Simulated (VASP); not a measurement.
# Sn (Fd-3m) in VASP: notebook

Sn is run at these levels: BLYP; tasks: single point, relaxation of cell and atoms.

Everything below comes from runs of VASP 6.6.1. Logs are shortened: lines on timing, memory, paths and dates and some standing lists are left out, and cuts for length are marked.

### Step 1. The cell of the first run

The structure is cubic, space group Fd-3m (No. 227). Conventional cell: a = 6.814 Å, b = 6.814 Å, c = 6.814 Å, α = 90.00°, β = 90.00°, γ = 90.00°. Within 3.9 Å of Sn (site symmetry -43m) lie 4 Sn at 2.95 Å.

This isn't the form of Sn at room conditions, which is tetragonal (white tin).

### Step 2. Single point, BLYP (39.56 Å³/atom)

Input file INCAR:

```
PREC     = Accurate       # precision mode
ENCUT    = 520            # plane-wave cutoff, eV
EDIFF    = 1E-7           # SCF threshold, eV
ISMEAR   = -1             # smearing method
SIGMA    = 0.1            # smearing width, eV
LREAL    = F              # projectors in reciprocal space
LASPH    = T              # aspherical terms in the spheres
NELM     = 60             # most SCF steps
ALGO     = Normal         # electronic algorithm
ISIF     = 2              # what is computed and relaxed
LWAVE    = F              # write WAVECAR
LCHARG   = F              # write CHGCAR
GGA      = B5             # functional
ALDAX    = 1.0          
AGGAX    = 1.0          
AGGAC    = 1.0          
ALDAC    = 0.0          
NBANDS   = 21             # bands
```

Input file KPOINTS:

```
Automatic mesh
0
Gamma
  13 13 13
```

Input file POSCAR:

```
Sn
1.0
    0.0000000000      3.4072280984      3.4072280984
    3.4072280984      0.0000000000      3.4072280984
    3.4072280984      3.4072280984      0.0000000000
Sn
2
Direct
    0.5000000000      0.5000000000      0.5000000000
    0.7500000000      0.7500000000      0.7500000000
```

Potentials or basis: VASP PAW PBE potentials, release 64 (Sn_d).

Started as:

```console
$ cat potpaw_PBE.64/Sn_d/POTCAR > POTCAR
$ mpirun -np 1 vasp_std > vasp.out
```

OUTCAR:

```text
PREC = Accurate
   ENCUT = 520
   EDIFF = 1E-7
   ISMEAR = -1
   LREAL = F
   LASPH = T
   NELM = 60
   ISIF = 2
   GGA = B5

 ion  position               nearest neighbor table
   1  0.500  0.500  0.500-   2 2.95   2 2.95   2 2.95   2 2.95
   2  0.750  0.750  0.750-   1 2.95   1 2.95   1 2.95   1 2.95

  LATTYP: Found a face centered cubic cell.
 ALAT       =     6.8144561968

  Lattice vectors:

 A1 = (   0.0000000000,   3.4072280984,   3.4072280984)
 A2 = (   3.4072280984,   0.0000000000,   3.4072280984)
 A3 = (   3.4072280984,   3.4072280984,   0.0000000000)

Analysis of symmetry for initial positions (statically):
=====================================================================
 Subroutine PRICEL returns:
 Original cell was already a primitive cell.

 Routine SETGRP: Setting up the symmetry group for a
 face centered cubic supercell.

 Subroutine GETGRP returns: Found 48 space group operations
 (whereof 24 operations were pure point group operations)
 out of a pool of 48 trial point group operations.

The static configuration has the point symmetry T_d .
 The point group associated with its full space group is O_h .

Analysis of symmetry for dynamics (positions and initial velocities):
=====================================================================
 Subroutine PRICEL returns:
 Original cell was already a primitive cell.

 Routine SETGRP: Setting up the symmetry group for a
 face centered cubic supercell.

 Subroutine GETGRP returns: Found 48 space group operations
 (whereof 24 operations were pure point group operations)
 out of a pool of 48 trial point group operations.

The dynamic configuration has the point symmetry T_d .
 The point group associated with its full space group is O_h .

 Subroutine INISYM returns: Found 48 space group operations
 (whereof 24 operations are pure point group operations),
 and found     1 'primitive' translations

----------------------------------------------------------------------------------------

                                     Primitive cell

  volume of cell :      79.1104

  direct lattice vectors                    reciprocal lattice vectors
     0.000000000  3.407228098  3.407228098    -0.146746853  0.146746853  0.146746853
     3.407228098  0.000000000  3.407228098     0.146746853 -0.146746853  0.146746853
     3.407228098  3.407228098  0.000000000     0.146746853  0.146746853 -0.146746853

  length of vectors
     4.818548187  4.818548187  4.818548187     0.254173005  0.254173005  0.254173005

  position of ions in fractional coordinates (direct lattice)
     0.500000000  0.500000000  0.500000000
     0.750000000  0.750000000  0.750000000

  ion indices of the primitive-cell ions
   primitive index   ion index
                 1           1
                 2           2

----------------------------------------------------------------------------------------

 KPOINTS: Automatic mesh

Automatic generation of k-mesh.
 Grid dimensions read from file:
 generate k-points for:   13   13   13

 Generating k-lattice:

  Cartesian coordinates                     Fractional coordinates (reciprocal lattice)
    -0.011288219  0.011288219  0.011288219     0.076923077  0.000000000  0.000000000
     0.011288219 -0.011288219  0.011288219     0.000000000  0.076923077  0.000000000
     0.011288219  0.011288219 -0.011288219     0.000000000  0.000000000  0.076923077

  Length of vectors
     0.019551770  0.019551770  0.019551770

  Shift w.r.t. Gamma in fractional coordinates (k-lattice)
     0.000000000  0.000000000  0.000000000

 Subroutine IBZKPT returns following result:
 ===========================================

 Found     84 irreducible k-points:

 Following reciprocal coordinates:
            Coordinates               Weight
  0.000000  0.000000  0.000000      1.000000
  0.076923  0.000000  0.000000      8.000000
  0.153846  0.000000  0.000000      8.000000
  0.230769  0.000000  0.000000      8.000000
  0.307692  0.000000  0.000000      8.000000
  0.384615  0.000000  0.000000      8.000000
[... 16 lines left out ...]
  0.384615  0.153846  0.000000     24.000000
  0.461538  0.153846  0.000000     24.000000
 [... further k-points ...]
   k-points           NKPTS =     84   k-points in BZ     NKDIM =     84   number of bands    NBANDS=     21
   number of dos      NEDOS =    301   number of ions     NIONS =      2
   total plane-waves  NPLWV =  46656
   dimension x,y,z NGX =    36 NGY =   36 NGZ =   36
   dimension x,y,z NGXF=    72 NGYF=   72 NGZF=   72
   ions per type =               2
   NGX,Y,Z   is equivalent  to a cutoff of  12.42, 12.42, 12.42 a.u.
   NGXF,Y,Z  is equivalent  to a cutoff of  24.84, 24.84, 24.84 a.u.
 SYSTEM =  unknown system
   PREC   = accura    normal or accurate (medium, high low for compatibility)
   ISTART =      0    job   : 0-new  1-cont  2-samecut
   ICHARG =      2    charge: 1-file 2-atom 10-const
   ISPIN  =      1    spin polarized calculation?
   LNONCOLLINEAR =      F non collinear calculations
   LSORBIT =      F    spin-orbit coupling
   LASPH  =      T    aspherical Exc in radial PAW
   ENCUT  =  520.0 eV  38.22 Ry    6.18 a.u.   8.96  8.96  8.96*2*pi/ulx,y,z
   NELM   =     60;   NELMIN=  2; NELMDL= -5     # of ELM steps
   EDIFF  = 0.1E-06   stopping-criterion for ELM
   LREAL  =      F    real-space projection
   EDIFFG = 0.1E-05   stopping-criterion for IOM
   NSW    =      0    number of steps for IOM
   IBRION =     -1    ionic relax: 0-MD 1-quasi-New 2-CG
   NFREE  =      0    steps in history (QN), initial steepest desc. (CG)
   ISIF   =      2    stress and relaxation
   ISYM   =      2    0-nonsym 1-usesym 2-fastsym
   POTIM  = 0.5000    time-step for ionic-motion
   TEBEG  =    0.0;   TEEND  =   0.0 temperature during run
   PSTRESS=    0.0 pullay stress
   NELECT =      28.0000    total number of electrons
   NUPDOWN=      -1.0000    fix difference up-down
   EMIN   =  10.00;   EMAX   =-10.00  energy-range for DOS
   EFERMI =   0.00;   METHOD = LEGACY
   ISMEAR =    -1;   SIGMA  =   0.10  broadening in eV -4-tet -1-fermi 0-gaus
   EFERMI_NEDOS =   21; number of points for ismear=-14 and -15
   IALGO  =     38    algorithm
   IMIX   =      4    mixing-type and parameters
     AMIX     =   0.40;   BMIX     =  1.00
     AMIX_MAG =   1.60;   BMIX_MAG =  1.00
  volume/ion in A,a.u.               =      39.56       266.93
  Fermi-wavevector in a.u.,A,eV,Ry     =   1.158021  2.188342 18.245573  1.341012
  Thomas-Fermi vector in A             =   2.294627
   LORBIT       =      0    0 simple, 1 ext, 2 COOP (PROOUT), +10 PAW based schemes
   GGA     = B5    functional components
   LHFCALC =     F    Hartree Fock is set to
   AEXX    =    0.0000 exact exchange contribution
   IVDW    =     0    specifies the selected vdW correction
   LEPSILON=     F    determine dielectric tensor
   LRPA    =     F    only Hartree local field effects (RPA)
 non-spin polarized calculation
  energy-cutoff  :      520.00
  volume of cell :       79.11
 maximum number of plane-waves:      2154
   NGX = 17   NGY = 17   NGZ = 17

 number of electron      27.9999997 magnetization

 Free energy of the ion-electron system (eV)
  ---------------------------------------------------
  ext. energy  EPLUGINS =         0.00000000
  ---------------------------------------------------
  free energy    TOTEN  =        -6.46618956 eV

  energy without entropy =       -6.45749302  energy(sigma->0) =       -6.46184129

 E-fermi :   4.6041     XC(G=0):  -7.7093

 val. band max:        4.5592288651   @ k =   0.3077   0.0000   0.0000
 cond. band min:       4.6051265435   @ k =  -0.0769   0.0769   0.0000
 fundamental gap:      0.0458976784
 Fermi energy:         4.6040685963

 k-point     1 :       0.0000    0.0000    0.0000
  band No.  band energies     occupation
      1     -16.7877      2.00000
      2     -16.7877      2.00000
      3     -16.7877      2.00000
      4     -16.7424      2.00000
      5     -16.7424      2.00000
      6     -16.5353      2.00000
[... 13 lines left out ...]
     20      12.3810      0.00000
     21      12.3810      0.00000

 k-point     2 :       0.0769    0.0000    0.0000
  band No.  band energies     occupation
      1     -16.7907      2.00000
      2     -16.7907      2.00000
      3     -16.7866      2.00000
      4     -16.7384      2.00000
      5     -16.7384      2.00000
      6     -16.5460      2.00000
[... 13 lines left out ...]
     20      11.9863      0.00000
     21      11.9863      0.00000

 k-point     3 :       0.1538    0.0000    0.0000
  band No.  band energies     occupation
      1     -16.7969      2.00000
      2     -16.7969      2.00000
      3     -16.7836      2.00000
      4     -16.7292      2.00000
      5     -16.7292      2.00000
      6     -16.5567      2.00000
[... 13 lines left out ...]
     20      11.5999      0.00000
     21      11.5999      0.00000

 k-point     4 :       0.2308    0.0000    0.0000
  band No.  band energies     occupation
      1     -16.8031      2.00000
      2     -16.8031      2.00000
      3     -16.7792      2.00000
      4     -16.7191      2.00000
      5     -16.7191      2.00000
      6     -16.5661      2.00000
[... 13 lines left out ...]
     20      11.4854      0.00000
     21      11.4854      0.00000

 k-point     5 :       0.3077    0.0000    0.0000
  band No.  band energies     occupation
      1     -16.8078      2.00000
      2     -16.8078      2.00000
      3     -16.7744      2.00000
      4     -16.7107      2.00000
      5     -16.7107      2.00000
      6     -16.5733      2.00000
[... 13 lines left out ...]
     20      11.7086      0.00000
     21      11.7086      0.00000
[... 382 lines left out ...]
     20      11.5115      0.00000
     21      12.5577      0.00000

 k-point    22 :       0.3077    0.1538    0.0000
  band No.  band energies     occupation
      1     -16.8128      2.00000
      2     -16.8064      2.00000
      3     -16.7759      2.00000
      4     -16.7131      2.00000
      5     -16.6917      2.00000
      6     -16.6063      2.00000
[... 13 lines left out ...]
     20      11.9761      0.00000
     21      12.5990      0.00000

 k-point    23 :       0.3846    0.1538    0.0000
  band No.  band energies     occupation
      1     -16.8200      2.00000
      2     -16.8109      2.00000
      3     -16.7648      2.00000
      4     -16.7039      2.00000
      5     -16.6852      2.00000
      6     -16.6111      2.00000
[... 13 lines left out ...]
     20      12.0968      0.00000
     21      12.9477      0.00000

 k-point    24 :       0.4615    0.1538    0.0000
  band No.  band energies     occupation
      1     -16.8247      2.00000
      2     -16.8143      2.00000
      3     -16.7547      2.00000
      4     -16.6957      2.00000
      5     -16.6845      2.00000
      6     -16.6093      2.00000
[... 13 lines left out ...]
     20      12.6639      0.00000
     21      13.3225      0.00000

 [... further k-points ...]
[... 5 lines left out ...]
  --------------------------------------------------------------------------------------
  -------------------------------------------------------------------------------------
  Total       -0.0270273     -0.0270273     -0.0270273      0.0000000      0.0000000     -0.0000000
  in kB       -0.5473683     -0.5473683     -0.5473683      0.0000000      0.0000000     -0.0000000
  external PRESSURE =      -0.5473683 kB  Pullay stress =       0.0000000 kB

 VOLUME and BASIS-vectors are now :
 -----------------------------------------------------------------------------
  energy-cutoff  :      520.00
  volume of cell :       79.11
      direct lattice vectors                 reciprocal lattice vectors
     0.000000000  3.407228098  3.407228098    -0.146746853  0.146746853  0.146746853
     3.407228098  0.000000000  3.407228098     0.146746853 -0.146746853  0.146746853
     3.407228098  3.407228098  0.000000000     0.146746853  0.146746853 -0.146746853

 POSITION                                       TOTAL-FORCE (eV/Angst)
 -----------------------------------------------------------------------------------
      3.40723      3.40723      3.40723         0.000000      0.000000      0.000000
      5.11084      5.11084      5.11084        -0.000000     -0.000000     -0.000000
 -----------------------------------------------------------------------------------
    total drift:                                0.000000      0.000000      0.000000

  FREE ENERGIE OF THE ION-ELECTRON SYSTEM (eV)
  ---------------------------------------------------
  free  energy   TOTEN  =        -6.4661895586 eV

  energy  without entropy=       -6.4574930188  energy(sigma->0) =       -6.46184129
```

Wall time 65 s (1 thread of AMD EPYC 9R45 (Zen 5), shared host); peak memory 0.23 GiB.

What came out:

```
Free energy            : -6.4662 eV
Pressure               : -0.1 GPa
Band gap on the k mesh : zero (bands 14 and 15 overlap by 0.35 eV)
```

Caveat: the PAW data sets were made with another functional, which shifts forces and pressure a little; spin-orbit coupling is left out, which moves the levels of the heavy elements.

### Step 3. Relaxation of cell and atoms, BLYP

This run uses another cell than the first one, of 34.19 Å³/atom.

Input file INCAR:

```
PREC     = Accurate       # precision mode
ENCUT    = 600            # plane-wave cutoff, eV
EDIFF    = 1E-6           # SCF threshold, eV
ISMEAR   = -1             # smearing method
SIGMA    = 0.1            # smearing width, eV
LREAL    = False          # projectors in reciprocal space
LASPH    = True           # aspherical terms in the spheres
NELM     = 80             # most SCF steps
ALGO     = Normal         # electronic algorithm
ISIF     = 3              # what is computed and relaxed
LWAVE    = False          # write WAVECAR
LCHARG   = False          # write CHGCAR
GGA      = B5             # functional
ALDAX    = 1.0          
AGGAX    = 1.0          
AGGAC    = 1.0          
ALDAC    = 0.0          
IBRION   = 2              # ionic algorithm
NSW      = 80             # ionic steps
EDIFFG   = -0.01          # ionic threshold
```

Input file KPOINTS:

```
regular mesh
0
Gamma
  9 9 9
```

Input file POSCAR:

```
Sn
1.0
    0.0000000000      3.2456000000      3.2456000000
    3.2456000000      0.0000000000      3.2456000000
    3.2456000000      3.2456000000      0.0000000000
Sn
2
Direct
    0.5000000000      0.5000000000      0.5000000000
    0.7500000000      0.7500000000      0.7500000000
```

Potentials or basis: VASP PAW PBE potentials, release 64 (Sn_d).

Started as:

```console
$ cat potpaw_PBE.64/Sn_d/POTCAR > POTCAR
$ mpirun -np 1 vasp_std > vasp.out
```

OUTCAR:

```text
PREC = Accurate
   ENCUT = 600
   EDIFF = 1E-6
   ISMEAR = -1
   LREAL = False
   LASPH = True
   NELM = 80
   ISIF = 3
   GGA = B5
   IBRION = 2
   NSW = 80
   EDIFFG = -0.01

 ion  position               nearest neighbor table
   1  0.500  0.500  0.500-   2 2.81   2 2.81   2 2.81   2 2.81
   2  0.750  0.750  0.750-   1 2.81   1 2.81   1 2.81   1 2.81

  LATTYP: Found a face centered cubic cell.
 ALAT       =     6.4912000000

  Lattice vectors:

 A1 = (   0.0000000000,   3.2456000000,   3.2456000000)
 A2 = (   3.2456000000,   0.0000000000,   3.2456000000)
 A3 = (   3.2456000000,   3.2456000000,   0.0000000000)

Analysis of symmetry for initial positions (statically):
=====================================================================
 Subroutine PRICEL returns:
 Original cell was already a primitive cell.

[... 177 lines left out ...]
 cond. band min:       6.1566013676   @ k =   0.0000   0.0000   0.0000
 fundamental gap:      0.0903645272
 Fermi energy:         6.0723992440

 k-point     1 :       0.0000    0.0000    0.0000
  band No.  band energies     occupation
      1     -15.5794      2.00000
      2     -15.5794      2.00000
      3     -15.5794      2.00000
      4     -15.5163      2.00000
      5     -15.5163      2.00000
      6     -15.2073      2.00000
[... 638 lines left out ...]
--------------------------------------- Ionic step        5  -------------------------------------------

 number of electron      28.0000008 magnetization

 Free energy of the ion-electron system (eV)
  ---------------------------------------------------
  ext. energy  EPLUGINS =         0.00000000
  ---------------------------------------------------
  free energy    TOTEN  =        -6.46379882 eV

  energy without entropy =       -6.45260523  energy(sigma->0) =       -6.45820203

 E-fermi :   4.5603     XC(G=0):  -7.7099

 val. band max:        4.5282085474   @ k =   0.1111   0.0000   0.0000
 cond. band min:       4.7124864135   @ k =   0.0000   0.0000   0.0000
 fundamental gap:      0.1842778662
 Fermi energy:         4.5602749999

 k-point     1 :       0.0000    0.0000    0.0000
  band No.  band energies     occupation
      1     -16.7870      2.00000
      2     -16.7870      2.00000
      3     -16.7870      2.00000
      4     -16.7417      2.00000
      5     -16.7417      2.00000
      6     -16.5345      2.00000
[... 524 lines left out ...]
  FREE ENERGIE OF THE ION-ELECTRON SYSTEM (eV)
  ---------------------------------------------------
  free  energy   TOTEN  =        -6.4637988222 eV

  energy  without entropy=       -6.4526052348  energy(sigma->0) =       -6.45820203

 reached required accuracy - stopping structural energy minimisation
```

OSZICAR:

```text
N       E                     dE             d eps       ncg     rms          rms(c)
DAV:   1     0.219098439071E+03    0.21910E+03   -0.16573E+04  1260   0.248E+03
DAV:   2     0.148889938964E+02   -0.20421E+03   -0.20182E+03  1260   0.472E+02
DAV:   3    -0.572509839139E+01   -0.20614E+02   -0.20482E+02  1422   0.154E+02
[... 39 lines left out ...]
DAV:   1    -0.646454790008E+01   -0.76499E-03   -0.16899E-02  1392   0.220E+00    0.144E-01
DAV:   2    -0.646393746182E+01    0.61044E-03   -0.11177E-03  1558   0.568E-01    0.642E-02
DAV:   3    -0.646380162852E+01    0.13583E-03   -0.43574E-04  1628   0.337E-01    0.905E-03
DAV:   4    -0.646379853941E+01    0.30891E-05   -0.16161E-05  1344   0.530E-02    0.258E-03
DAV:   5    -0.646379882219E+01   -0.28278E-06   -0.74254E-07   654   0.107E-02
   5 F= -.64637988E+01 E0= -.64582020E+01  d E =-.167689E-04
```

Run time: 2.5 min. Hardware: 1 thread of AMD EPYC 9R45 (Zen 5), shared host; peak memory 0.23 GiB.

What came out:

* Free energy: -6.4638 eV
* Relaxed volume: 39.55 Å³/atom
* Relaxed cell: a = 4.818 Å, b = 4.818 Å, c = 4.818 Å, α = 60.00°, β = 60.00°, γ = 60.00°
* Space group after relaxing (to 0.1 Å): Fd-3m (No. 227)
* Energy gained by relaxing: 86.0 meV/atom
* Ionic steps: 5
* Pressure after relaxing: 0.0 GPa
* Band gap on the k mesh: zero (bands 14 and 15 overlap by 0.34 eV)

Step by step:
```tsv
step	energy change (eV)	largest force (eV/Å)	pressure (GPa)	volume (Å³)
1	0.0000	0.0000	5.93	68.38
2	-0.1649	0.0000	-0.84	81.67
3	-0.1719	0.0000	0.04	79.00
4	-0.1719	0.0000	-0.04	79.23
5	-0.1719	0.0000	0.02	79.10
```

Final structure:
```
CELL_PARAMETERS angstrom
0.00000 3.40714 3.40714
3.40714 0.00000 3.40714
3.40714 3.40714 0.00000
ATOMIC_POSITIONS crystal
Sn 0.50000 0.50000 0.50000
Sn 0.75000 0.75000 0.75000
```

Levels at points of the mesh, in eV from the Fermi level:
```tsv
k point	band 10	band 11	band 12	band 13	band 14	band 15	band 16	band 17	band 18
(0.00, 0.00, 0.00)	-21.09	-9.68	-1.71	0.15	0.15	0.15	2.19	2.19	2.19
```

Caveat: the volume moved by over 15 % at a fixed basis, so the end points are rough; the PAW data sets were made with another functional, which shifts forces and pressure a little; spin-orbit coupling is left out, which moves the levels of the heavy elements. Zero-point motion and thermal expansion aren't in these numbers.

[end of part 1 of 2]
